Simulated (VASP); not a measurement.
# CuO in VASP: further runs

The runs below take CuO through single point, relaxation of cell and atoms, with PBE, PBEsol.

All numbers are computed with VASP 6.6.1; they aren't measurements. Logs are shortened: lines on timing, memory, paths and dates and some standing lists are left out, and cuts for length are marked.

## Step 1: The cell of the first run

The typed cell holds 4 atoms: a = 2.962 Å, b = 2.962 Å, c = 5.135 Å, α = 97.93°, β = 97.93°, γ = 72.32°.

## Step 2: Single point, PBE

File INCAR:

```
PREC = Accurate
ENCUT = 820
EDIFF = 1E-6
ISMEAR = -1
SIGMA = 0.05
LREAL = F
LASPH = T
NELM = 120
ALGO = Normal
ISIF = 2
LWAVE = F
LCHARG = F
GGA = PE
NBANDS = 33
GGA_COMPAT = F
```

File KPOINTS:

```
Automatic mesh
0
Gamma
  8 8 5
```

File POSCAR:

```
CuO
1.0
    2.3915430000     -1.7476680000      0.0000000000
    2.3915430000      1.7476680000      0.0000000000
   -0.8777654423      0.0000000000      5.0594363927
Cu O
2 2
Direct
    0.4942912759     -0.0057678763      0.5018588787
   -0.0057678763      0.4942912759      0.0018588787
    0.4340380475      0.5544385529      0.7518411213
    0.5544385529      0.4340380475      0.2518411213
```

Potentials or basis: VASP PAW PBE potentials, release 64 (Cu_sv_GW, O).

The run is started by

```console
$ cat potpaw_PBE.64/Cu_sv_GW/POTCAR potpaw_PBE.64/O/POTCAR > POTCAR
$ mpirun -np 1 vasp_std > vasp.out
```

OUTCAR:

```text
PREC = Accurate
   ENCUT = 820
   EDIFF = 1E-6
   ISMEAR = -1
   LREAL = F
   LASPH = T
   NELM = 120
   ISIF = 2
   GGA = PE

 ion  position               nearest neighbor table
   1  0.494  0.994  0.502-   3 1.93   4 1.93   3 2.01   4 2.01
   2  0.994  0.494  0.002-   4 1.93   3 1.93   4 2.01   3 2.01
   3  0.434  0.554  0.752-   1 1.93   2 1.93   1 2.01   2 2.01
   4  0.554  0.434  0.252-   2 1.93   1 1.93   2 2.01   1 2.01

  LATTYP: Found a base centered monoclinic cell.
 ALAT       =     4.7830860000
 B/A-ratio  =     0.7307700510
 C/A-ratio  =     1.0735776025
 COS(beta)  =    -0.1709373027

  Lattice vectors:

 A1 = (   2.3915430000,  -1.7476680000,   0.0000000000)
 A2 = (   2.3915430000,   1.7476680000,   0.0000000000)
 A3 = (  -0.8777654423,   0.0000000000,   5.0594363927)

Analysis of symmetry for initial positions (statically):
=====================================================================
 Subroutine PRICEL returns:
 Original cell was already a primitive cell.

 Routine SETGRP: Setting up the symmetry group for a
 base centered monoclinic supercell.

 Subroutine GETGRP returns: Found  2 space group operations
 (whereof  1 operations were pure point group operations)
 out of a pool of  4 trial point group operations.

The static configuration has the point symmetry C_1 .
 The point group associated with its full space group is C_1h.

Analysis of symmetry for dynamics (positions and initial velocities):
=====================================================================
 Subroutine PRICEL returns:
 Original cell was already a primitive cell.

 Routine SETGRP: Setting up the symmetry group for a
 base centered monoclinic supercell.

 Subroutine GETGRP returns: Found  2 space group operations
 (whereof  1 operations were pure point group operations)
 out of a pool of  4 trial point group operations.

The dynamic configuration has the point symmetry C_1 .
 The point group associated with its full space group is C_1h.

 Subroutine INISYM returns: Found  2 space group operations
 (whereof  1 operations are pure point group operations),
 and found     1 'primitive' translations

----------------------------------------------------------------------------------------

                                     Primitive cell

[... 89 lines left out ...]
   LNONCOLLINEAR =      F non collinear calculations
   LSORBIT =      F    spin-orbit coupling
   LASPH  =      T    aspherical Exc in radial PAW
   ENCUT  =  820.0 eV  60.27 Ry    7.76 a.u.   6.92  6.92 11.99*2*pi/ulx,y,z
   NELM   =    120;   NELMIN=  2; NELMDL= -5     # of ELM steps
   EDIFF  = 0.1E-05   stopping-criterion for ELM
   LREAL  =      F    real-space projection
   EDIFFG = 0.1E-04   stopping-criterion for IOM
   NSW    =      0    number of steps for IOM
   IBRION =     -1    ionic relax: 0-MD 1-quasi-New 2-CG
   NFREE  =      0    steps in history (QN), initial steepest desc. (CG)
   ISIF   =      2    stress and relaxation
   ISYM   =      2    0-nonsym 1-usesym 2-fastsym
   POTIM  = 0.5000    time-step for ionic-motion
   TEBEG  =    0.0;   TEEND  =   0.0 temperature during run
   PSTRESS=    0.0 pullay stress
   NELECT =      50.0000    total number of electrons
   NUPDOWN=      -1.0000    fix difference up-down
   EMIN   =  10.00;   EMAX   =-10.00  energy-range for DOS
   EFERMI =   0.00;   METHOD = LEGACY
   ISMEAR =    -1;   SIGMA  =   0.05  broadening in eV -4-tet -1-fermi 0-gaus
   EFERMI_NEDOS =   21; number of points for ismear=-14 and -15
   IALGO  =     38    algorithm
   IMIX   =      4    mixing-type and parameters
     AMIX     =   0.40;   BMIX     =  1.00
     AMIX_MAG =   1.60;   BMIX_MAG =  1.00
  volume/ion in A,a.u.               =      10.57        71.35
  Fermi-wavevector in a.u.,A,eV,Ry     =   1.731045  3.271201 40.770096  2.996518
  Thomas-Fermi vector in A             =   2.805486
   LORBIT       =      0    0 simple, 1 ext, 2 COOP (PROOUT), +10 PAW based schemes
   GGA     = PE    functional components
   LHFCALC =     F    Hartree Fock is set to
   AEXX    =    0.0000 exact exchange contribution
   IVDW    =     0    specifies the selected vdW correction
   LEPSILON=     F    determine dielectric tensor
   LRPA    =     F    only Hartree local field effects (RPA)
 non-spin polarized calculation
  energy-cutoff  :      820.00
  volume of cell :       42.29
 maximum number of plane-waves:      2270
   NGX = 13   NGY = 13   NGZ = 23

 number of electron      49.9999998 magnetization

 Free energy of the ion-electron system (eV)
  ---------------------------------------------------
  ext. energy  EPLUGINS =         0.00000000
  ---------------------------------------------------
  free energy    TOTEN  =       -19.75461088 eV

  energy without entropy =      -19.73721986  energy(sigma->0) =      -19.74591537

 E-fermi :   5.2545     XC(G=0): -12.0133

 val. band max:        5.2374359871   @ k =   0.5000   0.0000   0.2000
 cond. band min:       5.2677229462   @ k =   0.3750   0.0000   0.0000
 fundamental gap:      0.0302869591
 Fermi energy:         5.2545286403

 k-point     1 :       0.0000    0.0000    0.0000
  band No.  band energies     occupation
      1    -107.3006      2.00000
      2    -107.2999      2.00000
      3     -64.8479      2.00000
      4     -64.8452      2.00000
      5     -64.7698      2.00000
      6     -64.7646      2.00000
[... 853 lines left out ...]
     32      19.7380      0.00000
     33      20.4945      0.00000

 [... further k-points ...]

------------------------ aborting loop because EDIFF is reached ----------------------------------------

  FORCE on cell =-STRESS in cart. coord.  units (eV):
  Direction    XX          YY          ZZ          XY          YZ          ZX
  --------------------------------------------------------------------------------------
  -------------------------------------------------------------------------------------
  Total       -0.7652454      0.6842248      0.2014498      0.0000000      0.0000000      0.5055571
  in kB      -28.9895880     25.9203070      7.6314682      0.0000000      0.0000000     19.1518848
  external PRESSURE =       1.5207291 kB  Pullay stress =       0.0000000 kB

 VOLUME and BASIS-vectors are now :
 -----------------------------------------------------------------------------
  energy-cutoff  :      820.00
  volume of cell :       42.29
      direct lattice vectors                 reciprocal lattice vectors
     2.391543000 -1.747668000  0.000000000     0.209070044 -0.286095528  0.036271720
     2.391543000  1.747668000  0.000000000     0.209070044  0.286095528  0.036271720
    -0.877765442  0.000000000  5.059436393     0.000000000  0.000000000  0.197650474

 POSITION                                       TOTAL-FORCE (eV/Angst)
 -----------------------------------------------------------------------------------
      3.11935      0.87373      2.53912        -0.000413      0.000842     -0.000102
      3.55824     -0.87373      0.00940        -0.000413     -0.000842     -0.000102
      1.70404      0.21042      3.80389         0.000413      0.013728      0.000102
      2.14293     -0.21042      1.27417         0.000413     -0.013728      0.000102
 -----------------------------------------------------------------------------------
    total drift:                               -0.000112      0.000000      0.002954

  FREE ENERGIE OF THE ION-ELECTRON SYSTEM (eV)
  ---------------------------------------------------
  free  energy   TOTEN  =       -19.7546108826 eV

  energy  without entropy=      -19.7372198649  energy(sigma->0) =      -19.74591537
```

stdout:

```text
POSCAR found type information on POSCAR CuO
 POSCAR found :  2 types and       4 ions
 scaLAPACK will be used
 LDA part: xc-table for (Slater+PW92), standard interpolation
 POSCAR, INCAR and KPOINTS ok, starting setup
 FFT: planning ... GRIDC
 FFT: planning ... GRID_SOFT
 FFT: planning ... GRID
 WAVECAR not read
 entering main loop
```

It took 4.2 min on 1 thread of Intel Xeon Platinum 8259CL at 2.50GHz (Skylake/Cascade Lake), shared host; peak memory 0.37 GiB.

What came out:

- Free energy: -19.7546 eV
- Pressure: 0.2 GPa
- Largest force: 0.014 eV/Å
- Band gap on the k mesh: zero (bands 25 and 26 overlap by 0.53 eV)

Forces on the atoms (eV/Å):
```
Cu   0.000  0.001  0.000
Cu   0.000 -0.001  0.000
O    0.000  0.014  0.000
O    0.000 -0.014  0.000
```

Stress tensor (GPa, compression positive):
```
-2.90  0.00  1.92
 0.00  2.59  0.00
 1.92  0.00  0.76
```

Levels at points of the mesh, in eV from the Fermi level:
| k point | band 21 | band 22 | band 23 | band 24 | band 25 | band 26 | band 27 | band 28 | band 29 | band 30 |
| --- | --- | --- | --- | --- | --- | --- | --- | --- | --- | --- |
| (0.00, 0.00, 0.00) | -2.34 | -2.20 | -2.12 | -1.59 | 0.19 | 0.93 | 1.61 | 5.94 | 7.90 | 13.26 |
| (0.50, 0.00, 0.00) | -2.06 | -1.59 | -1.50 | -1.42 | 0.08 | 0.29 | 4.65 | 5.98 | 6.65 | 10.87 |
| (0.50, 0.50, 0.00) | -2.11 | -2.09 | -1.65 | -1.24 | -0.74 | 1.01 | 3.10 | 7.06 | 8.33 | 9.53 |

Caveat: the stress differs along the axes, from -3 to 3 GPa; semilocal functionals often make such compounds metallic where correlation or magnetic order opens a gap, which also shifts bond lengths. With open d or f shells a metallic result of PBE can be an artefact of self-interaction; +U or a hybrid may open a gap.

[end of part 1 of 2]

The gap in the log of VASP goes by the Fermi energy; the results here count the filled bands.